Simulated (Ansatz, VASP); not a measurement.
**SnO2: VASP beside Ansatz**

```
Sn O
1.0
     4.73735    0.00000    0.00000
     0.00000    4.73735    0.00000
     0.00000    0.00000    3.18640
Sn O
2 4
Direct
  0.00000 0.00000 0.00000
  0.50000 0.50000 0.50000
  0.30562 0.30562 0.00000
  0.19438 0.80562 0.50000
  0.69438 0.69438 0.00000
  0.80562 0.19438 0.50000
```

Alike in both runs: task relaxation of cell and atoms; functional PBE; dispersion D3(BJ); k mesh 6 × 6 × 8; occupations gaussian, width 0.02 eV; no spin polarisation.

|  | VASP | Ansatz |
| --- | --- | --- |
| version | VASP 6.6.1 | Ansatz 0.2.0 |
| potentials or method | VASP PAW PBE potentials, release 64 (Sn_d, O), cutoff 600 eV | scalar-relativistic, plane waves, PAW |
| valence electrons in the cell | 52 | 52 |

Ansatz gave:

* gap on the k mesh at the Fermi level, each at its own relaxed structure (eV): 0.84
* relaxed volume (Å³/atom): 12.37
* relaxed length of the cell vector where the two differ most in proportion (Å): 3.230

Question: What did VASP give for the same quantities?

Answer: gap on the k mesh at the Fermi level, each at its own relaxed structure (eV): 0.80; relaxed volume (Å³/atom): 12.40; relaxed length of the cell vector where the two differ most in proportion (Å): 3.234.
